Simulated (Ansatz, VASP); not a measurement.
**TaSi4W in VASP and in Ansatz**

INCAR

```
ALGO = Normal ; EDIFF = 1E-7
EDIFFG = -0.01 ; ENCUT = 600
GGA = PE ; IBRION = 2
ISIF = 3 ; ISMEAR = 0
LASPH = T ; LCHARG = F
LREAL = F ; LWAVE = F
NELM = 60 ; NSW = 100
PREC = Accurate ; SIGMA = 0.1
```

File KPOINTS:

```
k-points
0
Gamma
  10 10 4
```

POSCAR

```
TaSi4W
1.0
    3.2525227124      0.0000000000      0.0000000000
    0.0000000000      3.2525227124      0.0000000000
    0.0000000000      0.0000000000      8.0528498797
Ta Si W
1 4 1
Direct
    0.0000000000      0.0000000000      0.0000000000
    0.5000000000      0.5000000000      0.8290298631
    0.5000000000      0.5000000000      0.1709701369
    0.0000000000      0.0000000000      0.6632575252
    0.0000000000      0.0000000000      0.3367424748
    0.5000000000      0.5000000000      0.5000000000
```

Input for Ansatz:

```yaml
crystal:
  lattice:
    - [3.2525227124, 0.0, 0.0]
    - [0.0, 3.2525227124, 0.0]
    - [0.0, 0.0, 8.0528498797]
  atoms:
    - { symbol: Ta, position: [0.0, 0.0, 0.0] }
    - { symbol: Si, position: [0.5, 0.5, 0.8290298631] }
    - { symbol: Si, position: [0.5, 0.5, 0.1709701369] }
    - { symbol: Si, position: [0.0, 0.0, 0.6632575252] }
    - { symbol: Si, position: [0.0, 0.0, 0.3367424748] }
    - { symbol: W, position: [0.5, 0.5, 0.5] }
basis:
  ecutwfc: 420
kpoints:
  mp_grid: { grid: [10, 10, 4] }
hamiltonian:
  xc: pbe
scf:
  occupations: { method: gaussian, width: 0.1 }
output:
  forces: true
  stress: true
  eigenvalues: true
  write_density: true
  write_potential: true
  elf: true
  volumetric_format: npy
relax:
  adjacent_minimum: "off"
  f_tol: 0.01
  max_steps: 80
  cell: { stress_tol: 0.05 }
```

Alike in both runs: task relaxation of cell and atoms; functional PBE; k mesh 10 × 10 × 4; occupations gaussian, width 0.1 eV; no spin polarisation.

|  | VASP | Ansatz |
| --- | --- | --- |
| version | VASP 6.6.1 | Ansatz 0.2.0 |
| potentials or method | VASP PAW PBE potentials, release 64 (Ta_pv, Si, W_sv), cutoff 600 eV | scalar-relativistic, plane waves, PAW |
| valence electrons in the cell | 41 | 43 |

```tsv
	VASP	Ansatz	Ansatz less VASP
gap on the k mesh at the Fermi level, each at its own relaxed structure (eV)	none	none	-
relaxed volume (Å³/atom)	14.20	14.19	-0.010
relaxed length of the cell vector where the two differ most in proportion (Å)	3.255	3.254	-0.0010
```

A gap of «none» marks a metal or a gap that the smearing closes. VASP's potentials hold 41 valence electrons a cell and Ansatz's 43, so a difference there can come from the potentials and not from the codes.

Neither program's run includes spin-orbit coupling.
